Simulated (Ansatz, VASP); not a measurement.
## Two plane-wave programs on MgCdTe3

```
Mg Cd Te
1.0
     5.50223    0.00000    0.00000
     0.00000    5.50223    0.00000
     0.00000    0.00000    5.50223
Mg Cd Te
1 1 3
Direct
  0.50000 0.50000 0.50000
  0.00000 0.00000 0.00000
  0.00000 0.50000 0.50000
  0.50000 0.00000 0.50000
  0.50000 0.50000 0.00000
```

Change from the starting cell: species swapped into the RbCaH3 type (Pm-3m, No. 221).

Alike in both runs: functional PBE; k mesh 8 × 8 × 8; occupations gaussian, width 0.1 eV; no spin polarisation.

Ansatz relaxed the structure, and its values are those at the end. VASP's run is a single point on that final structure, the one shown.

|  | VASP | Ansatz |
| --- | --- | --- |
| version | VASP 6.6.1 | Ansatz 0.2.0 |
| potentials or method | VASP PAW PBE potentials, release 64 (Mg, Cd, Te), cutoff 520 eV | scalar-relativistic, plane waves, PAW |
| valence electrons in the cell | 32 | 78 |

|  | VASP | Ansatz | Ansatz less VASP |
| --- | --- | --- | --- |
| gap on the k mesh at the Fermi level (eV) | none | none | - |
| pressure (GPa) | 0.0 | 0.0 | +0.02 |

A gap of «none» marks a metal or a gap that the smearing closes. VASP's potentials hold 32 valence electrons a cell and Ansatz's 78, so a difference there can come from the potentials and not from the codes.

Neither program's run includes spin-orbit coupling.
